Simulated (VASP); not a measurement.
# TaN in VASP: a series of runs

Runs on TaN. Level: PBE. Tasks: single point.

All numbers are computed with VASP 6.6.1; they aren't measurements. Logs are shortened: lines on timing, memory, paths and dates and some standing lists are left out, and cuts for length are marked.

## Step 1: The cell of the first run

The structure is tetragonal, space group I4mm (No. 107). The conventional cell has a = 3.123 Å, b = 3.123 Å, c = 4.416 Å, α = 90.00°, β = 90.00°, γ = 90.00°. Within 2.6 Å of Ta (site symmetry 4mm) lie 6 N at 1.92 to 2.50 Å. N (site symmetry 4mm) has 6 Ta at 1.92 to 2.50 Å within 2.6 Å.

## Step 2: Single point, PBE (atoms displaced along several vibrational modes)

Input file INCAR:

```
SYSTEM = TaN
PREC = Accurate ; ENCUT = 520
EDIFF = 1E-6 ; ISMEAR = 0
SIGMA = 0.15 ; LREAL = .False.
LASPH = .True. ; NELM = 80
ALGO = Normal ; ISIF = 2
LWAVE = .False. ; LCHARG = .False.
GGA = PE ; NBANDS = 15
```

Input file KPOINTS:

```
regular mesh
0
Gamma
  18 18 18
  0 0 0
```

Input file POSCAR:

```
TaN
1.0
    0.0000000000      2.2081122569      2.2081122569
    2.2081122569      0.0000000000      2.2081122569
    2.2081122569      2.2081122569      0.0000000000
Ta N
1 1
Direct
    0.4952498232      0.5047501768      0.5047501768
    0.0613646338     -0.0613646338     -0.0613646338
```

Potentials or basis: VASP PAW PBE potentials, release 64 (Ta_pv, N).

Started as:

```bash
$ cat potpaw_PBE.64/Ta_pv/POTCAR potpaw_PBE.64/N/POTCAR > POTCAR
$ mpirun -np 1 vasp_std > vasp.out
```

OUTCAR:

```text
SYSTEM = TaN
   PREC = Accurate
   ENCUT = 520
   EDIFF = 1E-6
   ISMEAR = 0
   LREAL = .False.
   LASPH = .True.
   NELM = 80
   ISIF = 2
   GGA = PE

 ion  position               nearest neighbor table
   1  0.495  0.505  0.505-   2 1.92   2 2.23   2 2.23   2 2.23   2 2.23   2 2.50
   2  0.061  0.939  0.939-   1 1.92   1 2.23   1 2.23   1 2.23   1 2.23   1 2.50

  LATTYP: Found a face centered cubic cell.
 ALAT       =     4.4162245138

  Lattice vectors:

 A1 = (   0.0000000000,   2.2081122569,   2.2081122569)
 A2 = (   2.2081122569,   0.0000000000,   2.2081122569)
 A3 = (   2.2081122569,   2.2081122569,   0.0000000000)

Analysis of symmetry for initial positions (statically):
=====================================================================
 Subroutine PRICEL returns:
 Original cell was already a primitive cell.

 Routine SETGRP: Setting up the symmetry group for a
 face centered cubic supercell.

 Subroutine GETGRP returns: Found  8 space group operations
 (whereof  8 operations were pure point group operations)
 out of a pool of 48 trial point group operations.

The static configuration has the point symmetry C_4v.

Analysis of symmetry for dynamics (positions and initial velocities):
=====================================================================
 Subroutine PRICEL returns:
 Original cell was already a primitive cell.

 Routine SETGRP: Setting up the symmetry group for a
 face centered cubic supercell.

 Subroutine GETGRP returns: Found  8 space group operations
 (whereof  8 operations were pure point group operations)
 out of a pool of 48 trial point group operations.

The dynamic configuration has the point symmetry C_4v.

 Subroutine INISYM returns: Found  8 space group operations
 (whereof  8 operations are pure point group operations),
 and found     1 'primitive' translations

----------------------------------------------------------------------------------------

                                     Primitive cell

  volume of cell :      21.5324

  direct lattice vectors                    reciprocal lattice vectors
     0.000000000  2.208112257  2.208112257    -0.226437763  0.226437763  0.226437763
     2.208112257  0.000000000  2.208112257     0.226437763 -0.226437763  0.226437763
     2.208112257  2.208112257  0.000000000     0.226437763  0.226437763 -0.226437763

  length of vectors
     3.122742301  3.122742301  3.122742301     0.392201710  0.392201710  0.392201710

  position of ions in fractional coordinates (direct lattice)
     0.495249823  0.504750177  0.504750177
     0.061364634  0.938635366  0.938635366

  ion indices of the primitive-cell ions
   primitive index   ion index
                 1           1
                 2           2

----------------------------------------------------------------------------------------

 KPOINTS: regular mesh

Automatic generation of k-mesh.
 Grid dimensions read from file:
 generate k-points for:   18   18   18

 Generating k-lattice:

  Cartesian coordinates                     Fractional coordinates (reciprocal lattice)
    -0.012579876  0.012579876  0.012579876     0.055555556  0.000000000  0.000000000
     0.012579876 -0.012579876  0.012579876     0.000000000  0.055555556  0.000000000
     0.012579876  0.012579876 -0.012579876     0.000000000  0.000000000  0.055555556

  Length of vectors
     0.021788984  0.021788984  0.021788984

  Shift w.r.t. Gamma in fractional coordinates (k-lattice)
     0.000000000  0.000000000  0.000000000

 Subroutine IBZKPT returns following result:
 ===========================================

 Found    480 irreducible k-points:

 Following reciprocal coordinates:
            Coordinates               Weight
  0.000000  0.000000  0.000000      1.000000
  0.055556  0.000000  0.000000      8.000000
  0.111111  0.000000  0.000000      8.000000
  0.166667  0.000000  0.000000      8.000000
  0.222222  0.000000  0.000000      8.000000
  0.277778  0.000000  0.000000      8.000000
[... 16 lines left out ...]
  0.388889  0.055556  0.000000     16.000000
  0.000000  0.388889  0.055556      8.000000
 [... further k-points ...]
   k-points           NKPTS =    480   k-points in BZ     NKDIM =    480   number of bands    NBANDS=     15
   number of dos      NEDOS =    301   number of ions     NIONS =      2
   total plane-waves  NPLWV =  13824
   dimension x,y,z NGX =    24 NGY =   24 NGZ =   24
   dimension x,y,z NGXF=    48 NGYF=   48 NGZF=   48
   ions per type =               1   1
   NGX,Y,Z   is equivalent  to a cutoff of  12.78, 12.78, 12.78 a.u.
   NGXF,Y,Z  is equivalent  to a cutoff of  25.55, 25.55, 25.55 a.u.
 SYSTEM =  TaN
   PREC   = accura    normal or accurate (medium, high low for compatibility)
   ISTART =      0    job   : 0-new  1-cont  2-samecut
   ICHARG =      2    charge: 1-file 2-atom 10-const
   ISPIN  =      1    spin polarized calculation?
   LNONCOLLINEAR =      F non collinear calculations
   LSORBIT =      F    spin-orbit coupling
   LASPH  =      T    aspherical Exc in radial PAW
   ENCUT  =  520.0 eV  38.22 Ry    6.18 a.u.   5.81  5.81  5.81*2*pi/ulx,y,z
   NELM   =     80;   NELMIN=  2; NELMDL= -5     # of ELM steps
   EDIFF  = 0.1E-05   stopping-criterion for ELM
   LREAL  =      F    real-space projection
   EDIFFG = 0.1E-04   stopping-criterion for IOM
   NSW    =      0    number of steps for IOM
   IBRION =     -1    ionic relax: 0-MD 1-quasi-New 2-CG
   NFREE  =      0    steps in history (QN), initial steepest desc. (CG)
   ISIF   =      2    stress and relaxation
   ISYM   =      2    0-nonsym 1-usesym 2-fastsym
   POTIM  = 0.5000    time-step for ionic-motion
   TEBEG  =    0.0;   TEEND  =   0.0 temperature during run
   PSTRESS=    0.0 pullay stress
   NELECT =      16.0000    total number of electrons
   NUPDOWN=      -1.0000    fix difference up-down
   EMIN   =  10.00;   EMAX   =-10.00  energy-range for DOS
   EFERMI =   0.00;   METHOD = LEGACY
   ISMEAR =     0;   SIGMA  =   0.15  broadening in eV -4-tet -1-fermi 0-gaus
   EFERMI_NEDOS =   21; number of points for ismear=-14 and -15
   IALGO  =     38    algorithm
   IMIX   =      4    mixing-type and parameters
     AMIX     =   0.40;   BMIX     =  1.00
     AMIX_MAG =   1.60;   BMIX_MAG =  1.00
  volume/ion in A,a.u.               =      10.77        72.65
  Fermi-wavevector in a.u.,A,eV,Ry     =   1.482804  2.802093 29.915225  2.198707
  Thomas-Fermi vector in A             =   2.596544
   LORBIT       =      0    0 simple, 1 ext, 2 COOP (PROOUT), +10 PAW based schemes
   GGA     = PE    functional components
   LHFCALC =     F    Hartree Fock is set to
   AEXX    =    0.0000 exact exchange contribution
   IVDW    =     0    specifies the selected vdW correction
   LEPSILON=     F    determine dielectric tensor
   LRPA    =     F    only Hartree local field effects (RPA)
 non-spin polarized calculation
 Gauss-broadening in eV      SIGMA  =   0.15
  energy-cutoff  :      520.00
  volume of cell :       21.53
 maximum number of plane-waves:       590
   NGX = 11   NGY = 11   NGZ = 11

 number of electron      16.0000002 magnetization

 Free energy of the ion-electron system (eV)
  ---------------------------------------------------
  ext. energy  EPLUGINS =         0.00000000
  ---------------------------------------------------
  free energy    TOTEN  =       -21.42067638 eV

  energy without entropy =      -21.41048861  energy(sigma->0) =      -21.41558249

 E-fermi :   9.2790     XC(G=0): -13.3284

 val. band max:        9.2689197791   @ k =   0.3333   0.1667   0.0556
 cond. band min:       9.2813374333   @ k =   0.1111   0.0556   0.2778
 fundamental gap:      0.0124176542
 Fermi energy:         9.2790030395

 k-point     1 :       0.0000    0.0000    0.0000
  band No.  band energies     occupation
      1     -26.3877      2.00000
      2     -26.2538      2.00000
      3     -26.2538      2.00000
      4      -9.3706      2.00000
      5       4.2624      2.00000
      6       4.2624      2.00000
      7       4.2790      2.00000
      8       7.4406      2.00000
      9       8.9271      1.99909
     10       8.9271      1.99909
     11       9.5736      0.00548
     12      10.5458      0.00000
     13      11.5630      0.00000
     14      18.5748      0.00000
     15      21.9194      0.00000

 k-point     2 :       0.0556    0.0000    0.0000
  band No.  band energies     occupation
      1     -26.4006      2.00000
      2     -26.2707      2.00000
      3     -26.2565      2.00000
      4      -9.2984      2.00000
      5       3.7922      2.00000
      6       4.1828      2.00000
      7       4.5088      2.00000
      8       7.4460      2.00000
      9       8.6215      2.00000
     10       8.7751      2.00000
     11      10.1157      0.00000
     12      10.8131      0.00000
     13      11.8405      0.00000
     14      18.8077      0.00000
     15      21.9192      0.00000

 k-point     3 :       0.1111    0.0000    0.0000
  band No.  band energies     occupation
      1     -26.4498      2.00000
      2     -26.3065      2.00000
      3     -26.2643      2.00000
      4      -9.0882      2.00000
      5       3.1553      2.00000
      6       3.9487      2.00000
      7       4.4434      2.00000
      8       7.4843      2.00000
      9       8.4028      2.00000
     10       8.6187      2.00000
     11      11.0303      0.00000
     12      11.4361      0.00000
     13      12.5169      0.00000
     14      19.4644      0.00000
     15      21.9188      0.00000
[... 343 lines left out ...]
 k-point    23 :       0.3889    0.0556    0.0000
  band No.  band energies     occupation
      1     -27.0137      2.00000
      2     -26.4167      2.00000
      3     -26.3359      2.00000
      4      -7.1441      2.00000
      5      -0.0595      2.00000
      6       2.1556      2.00000
      7       2.5937      2.00000
      8       8.9611      1.99727
      9      10.5067      0.00000
     10      10.8602      0.00000
     11      14.0028      0.00000
     12      15.3298      0.00000
     13      16.4459      0.00000
     14      20.6439      0.00000
     15      21.9320      0.00000

 k-point    24 :       0.0000    0.3889    0.0556
  band No.  band energies     occupation
      1     -27.0267      2.00000
      2     -26.3997      2.00000
      3     -26.3432      2.00000
      4      -7.1213      2.00000
      5      -0.0664      2.00000
      6       2.3116      2.00000
      7       2.3693      2.00000
      8       9.2373      1.30555
      9      10.5391      0.00000
     10      10.8687      0.00000
     11      13.6489      0.00000
     12      14.7213      0.00000
     13      17.1733      0.00000
     14      20.8987      0.00000
     15      21.9343      0.00000

 [... further k-points ...]

------------------------ aborting loop because EDIFF is reached ----------------------------------------

  FORCE on cell =-STRESS in cart. coord.  units (eV):
  Direction    XX          YY          ZZ          XY          YZ          ZX
  --------------------------------------------------------------------------------------
  -------------------------------------------------------------------------------------
  Total        5.7552069      0.2979338      0.2979338      0.0000000      0.0000000      0.0000000
  in kB      428.2309826     22.1685302     22.1685302      0.0000000      0.0000000      0.0000000
  external PRESSURE =     157.5226810 kB  Pullay stress =       0.0000000 kB

 VOLUME and BASIS-vectors are now :
 -----------------------------------------------------------------------------
  energy-cutoff  :      520.00
  volume of cell :       21.53
      direct lattice vectors                 reciprocal lattice vectors
     0.000000000  2.208112257  2.208112257    -0.226437763  0.226437763  0.226437763
     2.208112257  0.000000000  2.208112257     0.226437763 -0.226437763  0.226437763
     2.208112257  2.208112257  0.000000000     0.226437763  0.226437763 -0.226437763

 POSITION                                       TOTAL-FORCE (eV/Angst)
 -----------------------------------------------------------------------------------
      2.22909      2.20811      2.20811        -3.490058      0.000000      0.000000
      4.14522      2.20811      2.20811         3.490058      0.000000      0.000000
 -----------------------------------------------------------------------------------
    total drift:                                0.000389     -0.000000     -0.000000

  FREE ENERGIE OF THE ION-ELECTRON SYSTEM (eV)
  ---------------------------------------------------
  free  energy   TOTEN  =       -21.4206763779 eV

  energy  without entropy=      -21.4104886065  energy(sigma->0) =      -21.41558249
```

Wall time 2 min (1 thread of Intel Xeon 8259CL, shared host); peak memory 0.27 GiB.

Results:

```
Free energy            : -21.4207 eV
Pressure               : 15.8 GPa
Largest force          : 3.490 eV/Å
Band gap on the k mesh : zero (bands 8 and 9 overlap by 2.78 eV)
```

Forces in eV/Å, atoms in the order of the input:
```
Ta  -3.490  0.000  0.000
N    3.490  0.000  0.000
```

Caveat: the cell differs from its parent crystal (atoms displaced along several vibrational modes); the stress differs along the axes, from 2 to 43 GPa; spin-orbit coupling is left out, which moves the levels of the heavy elements; forces of over 1 eV/Å act on the atoms, so gaps and moduli don't describe the material at rest.

## Step 3: Single point, PBE (atoms displaced along several vibrational modes)

Input file INCAR:

```
PREC     = Accurate       # precision mode
ENCUT    = 520            # plane-wave cutoff, eV
EDIFF    = 1E-6           # SCF threshold, eV
ISMEAR   = 0              # smearing method
SIGMA    = 0.15           # smearing width, eV
LREAL    = F              # projectors in reciprocal space
LASPH    = T              # aspherical terms in the spheres
NELM     = 60             # most SCF steps
ALGO     = Normal         # electronic algorithm
ISIF     = 2              # what is computed and relaxed
LWAVE    = F              # write WAVECAR
LCHARG   = F              # write CHGCAR
GGA      = PE             # functional
NBANDS   = 15             # bands
```

Input file KPOINTS:

```
regular mesh
0
Gamma
  18 18 18
```

Input file POSCAR:

```
TaN
1.0
    0.0000000000      2.2081122569      2.2081122569
    2.2081122569      0.0000000000      2.2081122569
    2.2081122569      2.2081122569      0.0000000000
Ta N
1 1
Direct
    0.4968326312      0.5031673688      0.5031673688
    0.0409173038     -0.0409173038     -0.0409173038
```

Potentials or basis: VASP PAW PBE potentials, release 64 (Ta_pv, N).

Started as:

```bash
$ cat potpaw_PBE.64/Ta_pv/POTCAR potpaw_PBE.64/N/POTCAR > POTCAR
$ mpirun -np 1 vasp_std > vasp.out
```

It took 2.9 min on 1 thread of Intel Xeon 8259CL, shared host; peak memory 0.27 GiB.

Results (log left out):

| Quantity | Value |
| --- | --- |
| Free energy | -21.6748 eV |
| Pressure | 7.3 GPa |
| Largest force | 1.862 eV/Å |
| Band gap on the k mesh | zero (bands 8 and 9 overlap by 3.18 eV) |

Forces on the atoms (eV/Å):
```
Ta  -1.862  0.000  0.000
N    1.862  0.000  0.000
```

Stress tensor (GPa, compression positive):
```
19.26  0.00  0.00
 0.00  1.25  0.00
 0.00  0.00  1.25
```

Levels at points of the mesh, in eV from the Fermi level:
| k point | band 6 | band 7 | band 8 | band 9 | band 10 | band 11 |
| --- | --- | --- | --- | --- | --- | --- |
| (0.00, 0.00, 0.00) | -4.46 | -4.43 | -1.94 | -1.12 | -1.12 | 0.19 |
| (0.50, 0.00, 0.00) | -7.39 | -7.33 | 1.73 | 1.96 | 2.03 | 3.71 |
| (0.50, 0.50, 0.00) | -6.42 | -4.70 | -3.27 | 2.47 | 3.56 | 3.59 |
| (0.00, 0.50, 0.50) | -5.29 | -4.56 | -4.56 | 2.24 | 3.55 | 3.55 |

Caveat: the cell differs from its parent crystal (atoms displaced along several vibrational modes); the stress differs along the axes, from 1 to 19 GPa; spin-orbit coupling is left out, which moves the levels of the heavy elements; forces of over 1 eV/Å act on the atoms, so gaps and moduli don't describe the material at rest.

## Step 4: Single point, PBE (atoms displaced along several vibrational modes)

Input file INCAR:

```
SYSTEM = TaN
ALGO = Normal
EDIFF = 1E-6
ENCUT = 520
GGA = PE
ISIF = 2
ISMEAR = 0
LASPH = .TRUE.
LCHARG = .TRUE.
LELF = .TRUE.
LREAL = .FALSE.
LVHAR = .TRUE.
LWAVE = .FALSE.
NBANDS = 15
NELM = 60
PREC = Accurate
SIGMA = 0.15
```

Input file KPOINTS:

```
k-points
0
G
  18 18 18
  0 0 0
```

Input file POSCAR:

```
TaN
1.0
    0.0000000000      2.2081122569      2.2081122569
    2.2081122569      0.0000000000      2.2081122569
    2.2081122569      2.2081122569      0.0000000000
Ta N
1 1
Direct
    0.4968326312      0.5063329848      0.5031673688
    0.0409173038     -0.0818119638     -0.0409173038
```

Started as:

```bash
$ cat potpaw_PBE.64/Ta_pv/POTCAR potpaw_PBE.64/N/POTCAR > POTCAR
$ mpirun -np 1 vasp_std > vasp.out
```

Run time: 4.8 min. Hardware: 1 thread of Intel Xeon 8259CL, shared host; peak memory 0.58 GiB.

It converged, with:

* Free energy: -21.3833 eV
* Pressure: 17.0 GPa
* Largest force: 3.551 eV/Å
* Band gap on the k mesh: zero (bands 8 and 9 overlap by 2.76 eV)

Forces on the atoms (eV/Å):
```
Ta  -3.460  0.000 -0.801
N    3.460  0.000  0.801
```

Stress tensor (GPa, compression positive):
```
42.77  0.00 -3.80
 0.00  1.94  0.00
-3.80  0.00  6.32
```

Levels at points of the mesh, in eV from the Fermi level:
```tsv
k point	band 4	band 5	band 6	band 7	band 8	band 9	band 10	band 11	band 12	band 13
(0.00, 0.00, 0.00)	-18.62	-5.18	-5.04	-4.95	-1.84	-0.46	-0.21	0.72	1.29	2.37
(0.50, 0.00, 0.00)	-15.81	-10.06	-7.24	-6.96	1.39	1.67	2.29	3.44	6.22	8.15
(0.00, 0.50, 0.00)	-15.92	-9.97	-7.43	-7.28	1.51	1.94	2.45	3.94	6.67	8.40
(0.50, 0.50, 0.00)	-17.31	-7.02	-6.52	-4.82	-2.37	2.87	3.63	3.71	4.01	6.47
(0.00, 0.50, 0.50)	-17.27	-6.27	-5.67	-4.57	-4.03	2.47	3.06	3.63	3.65	5.81
(0.50, 0.00, 0.50)	-17.32	-7.10	-6.54	-4.90	-2.18	2.94	3.64	3.71	3.96	6.92
```

Caveat: the cell differs from its parent crystal (atoms displaced along several vibrational modes); the stress differs along the axes, from 2 to 43 GPa; spin-orbit coupling is left out, which moves the levels of the heavy elements; forces of over 1 eV/Å act on the atoms, so gaps and moduli don't describe the material at rest.

## Step 5: Overview

| cell | gap on the mesh (eV) | pressure (GPa) | largest force (eV/Å) |
| --- | --- | --- | --- |
| as given, atomic positions A | none | 15.8 | 3.49 |
| as given, atomic positions B | none | 7.3 | 1.86 |
| as given, atomic positions C | none | 17.0 | 3.55 |

Alike in all rows: task single point; level PBE; potentials or basis VASP PAW PBE potentials, release 64 (Ta_pv, N); no spin polarisation; k mesh 18 × 18 × 18; cutoff (eV) 520; smearing gaussian 0.15 eV.

Caveats: spin-orbit coupling is left out, which moves the levels of the heavy elements; forces of over 1 eV/Å act on the atoms, so gaps and moduli don't describe the material at rest; the stress differs along the axes, from 2 to 43 GPa (at least some runs); the stress differs along the axes, from 1 to 19 GPa (at least some runs).

Absolute energies hang on the potentials; compare differences alone.
